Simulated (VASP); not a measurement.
# H5C16F in VASP: relaxation of the atoms with PBE+D3(BJ)

Aim: the relaxation of the atoms of H5C16F with PBE+D3(BJ).

All numbers are computed with VASP 6.6.1; they aren't measurements. Logs are shortened: lines on timing, memory, paths and dates and some standing lists are left out, and cuts for length are marked.

## Step 1: The cell of the first run

The cell holds a slab with vacuum, 22 atoms: a = 5.049 Å, b = 5.049 Å, c = 16.676 Å, α = 90.00°, β = 90.00°, γ = 60.00°.

## Step 2: Relaxation of the atoms, PBE+D3(BJ)

Input file INCAR:

```
PREC = Accurate
ENCUT = 520
EDIFF = 1E-6
ISMEAR = -1
SIGMA = 0.02
LREAL = Auto
LASPH = True
NELM = 60
ALGO = Normal
ISIF = 2
LWAVE = False
LCHARG = False
GGA = PE
IVDW = 12
IBRION = 2
NSW = 80
EDIFFG = -0.03
```

Input file KPOINTS:

```
Automatic mesh
0
Gamma
  3 3 1
```

Input file POSCAR:

```
H5C16F
1.0
    5.0487420000      0.0000000000      0.0000000000
    2.5243710000      4.3723390000      0.0000000000
    0.0000000000      0.0000000000     16.6764260000
H C F
5 16 1
Selective dynamics
Direct
    0.1666666800      0.1666666700      0.0599648900  F F F
    0.6666667300      0.1666666700      0.0599648900  F F F
    0.1666666900      0.6666667000      0.0599648900  F F F
    0.6666667300      0.6666667000      0.0599648900  F F F
   -0.1111111300     -0.4444444600      0.3391869200  T T T
    0.1666666800      0.1666666700      0.1259262600  F F F
    0.6666667300      0.1666666700      0.1259262600  F F F
    0.1666666900      0.6666667000      0.1259262600  F F F
    0.6666667300      0.6666667000      0.1259262600  F F F
   -0.1666666700      0.3333333500      0.1568252800  F F F
    0.3333333700      0.3333333500      0.1568252800  F F F
   -0.1666666600      0.8333333700      0.1568252800  F F F
    0.3333333800      0.8333333700      0.1568252800  F F F
   -0.1666666700      0.3333333500      0.2495223200  T T T
    0.3333333700      0.3333333500      0.2495223200  T T T
   -0.1666666600      0.8333333700      0.2495223200  T T T
    0.3333333800      0.8333333700      0.2495223200  T T T
    0.0000000000      0.0000000000      0.2804213300  T T T
    0.5000000400      0.0000000000      0.2804213300  T T T
    0.0000000100      0.5000000200      0.2804213300  T T T
    0.5000000500      0.5000000200      0.2804213300  T T T
    0.0000000000      0.0000000000      0.3607742800  T T T
```

Potentials or basis: VASP PAW PBE potentials, release 64 (H, C, F).

The run is started by

```
$ cat potpaw_PBE.64/H/POTCAR potpaw_PBE.64/C/POTCAR potpaw_PBE.64/F/POTCAR > POTCAR
$ mpirun -np 1 vasp_std > vasp.out
```

OUTCAR:

```text
PREC = Accurate
   ENCUT = 520
   EDIFF = 1E-6
   ISMEAR = -1
   LREAL = Auto
   LASPH = True
   NELM = 60
   ISIF = 2
   GGA = PE
   IVDW = 12
   IBRION = 2
   NSW = 80
   EDIFFG = -0.03
 IVDW          = 12

 ion  position               nearest neighbor table
   1  0.167  0.167  0.060-   6 1.10
   2  0.667  0.167  0.060-   7 1.10
   3  0.167  0.667  0.060-   8 1.10
   4  0.667  0.667  0.060-   9 1.10
   5  0.889  0.556  0.339-  20 1.09
   6  0.167  0.167  0.126-   1 1.10  13 1.55  10 1.55  11 1.55
   7  0.667  0.167  0.126-   2 1.10  10 1.55  12 1.55  11 1.55
   8  0.167  0.667  0.126-   3 1.10  12 1.55  11 1.55  13 1.55
   9  0.667  0.667  0.126-   4 1.10  12 1.55  13 1.55  10 1.55
  10  0.833  0.333  0.157-   7 1.55  14 1.55   6 1.55   9 1.55
  11  0.333  0.333  0.157-  15 1.55   8 1.55   7 1.55   6 1.55
  12  0.833  0.833  0.157-   9 1.55   7 1.55  16 1.55   8 1.55
  13  0.333  0.833  0.157-   6 1.55  17 1.55   9 1.55   8 1.55
  14  0.833  0.333  0.250-  21 1.55  20 1.55  10 1.55  18 1.55
  15  0.333  0.333  0.250-  21 1.55  11 1.55  19 1.55  20 1.55
  16  0.833  0.833  0.250-  18 1.55  19 1.55  12 1.55  20 1.55
  17  0.333  0.833  0.250-  19 1.55  13 1.55  21 1.55  18 1.55
  18  0.000  0.000  0.280-  22 1.34  16 1.55  14 1.55  17 1.55
  19  0.500  0.000  0.280-  17 1.55  16 1.55  15 1.55
  20  0.000  0.500  0.280-   5 1.09  14 1.55  16 1.55  15 1.55
  21  0.500  0.500  0.280-  14 1.55  15 1.55  17 1.55
  22  0.000  0.000  0.361-  18 1.34

  LATTYP: Found a hexagonal cell.
 ALAT       =     5.0487421480
 C/A-ratio  =     3.3030853055

  Lattice vectors:

 A1 = (  -2.5243710000,  -4.3723390000,   0.0000000000)
 A2 = (   5.0487420000,   0.0000000000,   0.0000000000)
 A3 = (   0.0000000000,   0.0000000000,  16.6764260000)

Analysis of symmetry for initial positions (statically):
=====================================================================
 Subroutine PRICEL returns:
 Original cell was already a primitive cell.

 Routine SETGRP: Setting up the symmetry group for a
 hexagonal supercell.

 Subroutine GETGRP returns: Found  2 space group operations
 (whereof  2 operations were pure point group operations)
 out of a pool of 24 trial point group operations.

The static configuration has the point symmetry C_1h.

Analysis of symmetry for dynamics (positions and initial velocities):
=====================================================================
 Subroutine PRICEL returns:
 Original cell was already a primitive cell.

 Routine SETGRP: Setting up the symmetry group for a
 hexagonal supercell.

 Subroutine GETGRP returns: Found  2 space group operations
 (whereof  2 operations were pure point group operations)
 out of a pool of 24 trial point group operations.

The dynamic configuration has the point symmetry C_1h.

Analysis of constrained symmetry for selective dynamics:
=====================================================================
 Subroutine PRICEL returns:
 Original cell was already a primitive cell.

 Routine SETGRP: Setting up the symmetry group for a
 hexagonal supercell.

 Subroutine GETGRP returns: Found  2 space group operations
 (whereof  2 operations were pure point group operations)
 out of a pool of 24 trial point group operations.

The constrained configuration has the point symmetry C_1h.

 Subroutine INISYM returns: Found  2 space group operations
 (whereof  2 operations are pure point group operations),
 and found     1 'primitive' translations

----------------------------------------------------------------------------------------

                                     Primitive cell

  volume of cell :     368.1290

  direct lattice vectors                    reciprocal lattice vectors
     5.048742000  0.000000000  0.000000000     0.198069143 -0.114355268  0.000000000
     2.524371000  4.372339000  0.000000000     0.000000000  0.228710537  0.000000000
     0.000000000  0.000000000 16.676426000     0.000000000  0.000000000  0.059964887

  length of vectors
     5.048742000  5.048742148 16.676426000     0.228710544  0.228710537  0.059964887

  position of ions in fractional coordinates (direct lattice)
     0.166666680  0.166666670  0.059964890
     0.666666730  0.166666670  0.059964890
     0.166666690  0.666666700  0.059964890
     0.666666730  0.666666700  0.059964890
     0.888888870  0.555555540  0.339186920
     0.166666680  0.166666670  0.125926260
[... 14 lines left out ...]
     0.500000050  0.500000020  0.280421330
     0.000000000  0.000000000  0.360774280

  ion indices of the primitive-cell ions
   primitive index   ion index
                 1           1
                 2           2
                 3           3
                 4           4
                 5           5
                 6           6
[... 14 lines left out ...]
                21          21
                22          22

----------------------------------------------------------------------------------------

 KPOINTS: Automatic mesh

Automatic generation of k-mesh.
 Grid dimensions read from file:
 generate k-points for:    3    3    1

 Generating k-lattice:

  Cartesian coordinates                     Fractional coordinates (reciprocal lattice)
     0.066023048 -0.038118423  0.000000000     0.333333333 -0.000000000  0.000000000
     0.000000000  0.076236846  0.000000000     0.000000000  0.333333333  0.000000000
     0.000000000  0.000000000  0.059964887     0.000000000  0.000000000  1.000000000

  Length of vectors
     0.076236848  0.076236846  0.059964887

  Shift w.r.t. Gamma in fractional coordinates (k-lattice)
     0.000000000  0.000000000  0.000000000

 Subroutine IBZKPT returns following result:
 ===========================================

 Found      4 irreducible k-points:

 Following reciprocal coordinates:
            Coordinates               Weight
  0.000000  0.000000  0.000000      1.000000
  0.333333  0.000000  0.000000      2.000000
  0.333333  0.333333  0.000000      4.000000
 -0.333333  0.333333  0.000000      2.000000
   k-points           NKPTS =      4   k-points in BZ     NKDIM =      4   number of bands    NBANDS=     50
   number of dos      NEDOS =    301   number of ions     NIONS =     22
   total plane-waves  NPLWV = 201600
   dimension x,y,z NGX =    40 NGY =   40 NGZ =  126
   dimension x,y,z NGXF=    80 NGYF=   80 NGZF=  252
   ions per type =               5  16   1
   NGX,Y,Z   is equivalent  to a cutoff of  13.17, 13.17, 12.56 a.u.
   NGXF,Y,Z  is equivalent  to a cutoff of  26.34, 26.34, 25.12 a.u.
 SYSTEM =  unknown system
   PREC   = accura    normal or accurate (medium, high low for compatibility)
   ISTART =      0    job   : 0-new  1-cont  2-samecut
   ICHARG =      2    charge: 1-file 2-atom 10-const
   ISPIN  =      1    spin polarized calculation?
   LNONCOLLINEAR =      F non collinear calculations
   LSORBIT =      F    spin-orbit coupling
   LASPH  =      T    aspherical Exc in radial PAW
   ENCUT  =  520.0 eV  38.22 Ry    6.18 a.u.   9.39  9.39 31.01*2*pi/ulx,y,z
   NELM   =     60;   NELMIN=  2; NELMDL= -5     # of ELM steps
   EDIFF  = 0.1E-05   stopping-criterion for ELM
   LREAL  =      T    real-space projection
   EDIFFG = -.3E-01   stopping-criterion for IOM
   NSW    =     80    number of steps for IOM
   IBRION =      2    ionic relax: 0-MD 1-quasi-New 2-CG
   NFREE  =      1    steps in history (QN), initial steepest desc. (CG)
   ISIF   =      2    stress and relaxation
   ISYM   =      2    0-nonsym 1-usesym 2-fastsym
   POTIM  = 0.5000    time-step for ionic-motion
   TEBEG  =    0.0;   TEEND  =   0.0 temperature during run
   PSTRESS=    0.0 pullay stress
   NELECT =      76.0000    total number of electrons
   NUPDOWN=      -1.0000    fix difference up-down
   EMIN   =  10.00;   EMAX   =-10.00  energy-range for DOS
   EFERMI =   0.00;   METHOD = LEGACY
   ISMEAR =    -1;   SIGMA  =   0.02  broadening in eV -4-tet -1-fermi 0-gaus
   EFERMI_NEDOS =   21; number of points for ismear=-14 and -15
   IALGO  =     38    algorithm
   IMIX   =      4    mixing-type and parameters
     AMIX     =   0.40;   BMIX     =  1.00
     AMIX_MAG =   1.60;   BMIX_MAG =  1.00
  volume/ion in A,a.u.               =      16.73       112.92
  Fermi-wavevector in a.u.,A,eV,Ry     =   0.967563  1.828429 12.737484  0.936179
  Thomas-Fermi vector in A             =   2.097459
   LORBIT       =      0    0 simple, 1 ext, 2 COOP (PROOUT), +10 PAW based schemes
   GGA     = PE    functional components
   LHFCALC =     F    Hartree Fock is set to
   AEXX    =    0.0000 exact exchange contribution
   IVDW    =    12    specifies the selected vdW correction
   LEPSILON=     F    determine dielectric tensor
   LRPA    =     F    only Hartree local field effects (RPA)
 conjugate gradient relaxation of ions
 non-spin polarized calculation
  energy-cutoff  :      520.00
  volume of cell :      368.13
 maximum number of plane-waves:      9916
 NGX is ok and might be reduce to    40
   NGX = 19   NGY = 19   NGZ = 63

--------------------------------------- Ionic step        1  -------------------------------------------

 number of electron      76.0000005 magnetization

 Free energy of the ion-electron system (eV)
  ---------------------------------------------------
  ext. energy  EPLUGINS =         0.00000000
  ---------------------------------------------------
  free energy    TOTEN  =      -162.32422779 eV

  energy without entropy =     -162.29878991  energy(sigma->0) =     -162.31150885

------------------------ aborting loop because EDIFF is reached ----------------------------------------

 Edisp (eV)   -2.35972

 E8    (eV) :    -0.6939
[... 111 lines left out ...]
--------------------------------------- Ionic step        3  -------------------------------------------

 number of electron      76.0000005 magnetization

 E-fermi :  -0.0616     XC(G=0):  -4.9408

 val. band max:       -0.0702725544   @ k =  -0.3333   0.3333   0.0000
 cond. band min:       0.1471614579   @ k =   0.3333   0.3333   0.0000
 fundamental gap:      0.2174340123
 Fermi energy:        -0.0616451453

 k-point     1 :       0.0000    0.0000    0.0000
  band No.  band energies     occupation
      1     -25.2011      2.00000
      2     -21.0640      2.00000
      3     -18.2693      2.00000
      4     -15.9781      2.00000
      5     -15.9548      2.00000
      6     -15.7907      2.00000
[... 254 lines left out ...]
  FREE ENERGIE OF THE ION-ELECTRON SYSTEM (eV)
  ---------------------------------------------------
  free  energy   TOTEN  =      -165.7326624069 eV

  energy  without entropy=     -165.7232817983  energy(sigma->0) =     -165.72797210

[... ionic steps 4 to 25 ...]

--------------------------------------- Ionic step       26  -------------------------------------------

 number of electron      75.9999997 magnetization

------------------------ aborting loop because EDIFF is reached ----------------------------------------
[... 115 lines left out ...]
--------------------------------------- Ionic step       28  -------------------------------------------

 number of electron      75.9999997 magnetization

 Free energy of the ion-electron system (eV)
  ---------------------------------------------------
  ext. energy  EPLUGINS =         0.00000000
  ---------------------------------------------------
  free energy    TOTEN  =      -163.91308331 eV

  energy without entropy =     -163.90486485  energy(sigma->0) =     -163.90897408

 E-fermi :   0.2710     XC(G=0):  -4.9368

 val. band max:        0.2486823385   @ k =  -0.3333   0.3333   0.0000
 cond. band min:       0.2710699172   @ k =   0.0000   0.0000   0.0000
 fundamental gap:      0.0223875787
 Fermi energy:         0.2709755945

 k-point     1 :       0.0000    0.0000    0.0000
  band No.  band energies     occupation
      1     -25.7487      2.00000
      2     -20.8953      2.00000
      3     -18.0674      2.00000
      4     -15.7862      2.00000
      5     -15.7299      2.00000
      6     -15.6887      2.00000
[... 254 lines left out ...]
  FREE ENERGIE OF THE ION-ELECTRON SYSTEM (eV)
  ---------------------------------------------------
  free  energy   TOTEN  =      -166.2565116937 eV

  energy  without entropy=     -166.2482932397  energy(sigma->0) =     -166.25240247

 reached required accuracy - stopping structural energy minimisation
```

Wall time 70 min (1 thread of Intel Xeon 8259CL, shared host); peak memory 0.53 GiB.

What came out:

| Item | Value |
| --- | --- |
| Free energy | -166.2565 eV |
| Energy gained by relaxing | 71.5 meV/atom |
| Ionic steps | 28 |
| Band gap on the k mesh | 0.02 eV (least direct gap 0.37 eV) |
| Dispersion energy per atom | -0.107 eV |

Step by step:
```
step  energy change (eV)  largest force on free atoms (eV/Å)  pressure (GPa)
   1              0.0000                              5.1319           -0.47
   2             -0.3063                              5.0476            0.08
   3             -1.0487                              2.3213           -0.46
   4             -1.2507                              2.3830            0.10
   5             -1.3212                              1.6653           -0.13
   6             -1.3884                              1.6488           -0.35
   7             -1.3985                              1.0405           -0.30
   8             -1.4888                              0.6416           -0.50
   9             -1.4982                              0.7682           -0.59
  10             -1.5266                              0.7983           -0.57
  11             -1.5348                              0.5476           -0.59
  12             -1.5532                              0.4403           -0.61
  13             -1.5533                              0.4390           -0.61
  14             -1.5607                              0.4228           -0.64
  15             -1.5611                              0.3170           -0.63
  16             -1.5668                              0.1530           -0.65
  17             -1.5671                              0.1877           -0.65
  18             -1.5697                              0.1629           -0.59
  19             -1.5698                              0.1224           -0.60
  20             -1.5709                              0.1128           -0.56
  21             -1.5709                              0.1095           -0.56
  22             -1.5719                              0.0716           -0.53
  23             -1.5720                              0.0834           -0.52
  24             -1.5722                              0.0698           -0.51
  25             -1.5723                              0.0498           -0.52
  26             -1.5724                              0.0380           -0.51
  27             -1.5725                              0.0405           -0.52
  28             -1.5726                              0.0286           -0.52
```

Final structure:
```
H C F
1.0
     5.04874    0.00000    0.00000
     2.52437    4.37234    0.00000
     0.00000    0.00000   16.67643
H C F
5 16 1
Direct
  0.16667 0.16667 0.05996
  0.66667 0.16667 0.05996
  0.16667 0.66667 0.05996
  0.66667 0.66667 0.05996
  0.98223 0.50888 0.34767
  0.16667 0.16667 0.12593
  0.66667 0.16667 0.12593
  0.16667 0.66667 0.12593
  0.66667 0.66667 0.12593
  0.83333 0.33333 0.15683
  0.33333 0.33333 0.15683
  0.83333 0.83333 0.15683
  0.33333 0.83333 0.15683
  0.82456 0.33866 0.25068
  0.32897 0.33552 0.25599
  0.82456 0.83678 0.25068
  0.32823 0.83589 0.25337
  0.98938 0.00531 0.28008
  0.49134 0.00434 0.27194
  0.99030 0.50485 0.28197
  0.49134 0.50432 0.27194
  0.97982 0.01009 0.36494
```

Caveat: the k points lie up to 0.48 Å⁻¹ apart; the smearing spreads over this small gap; there is no dipole correction, which matters where the two faces differ.
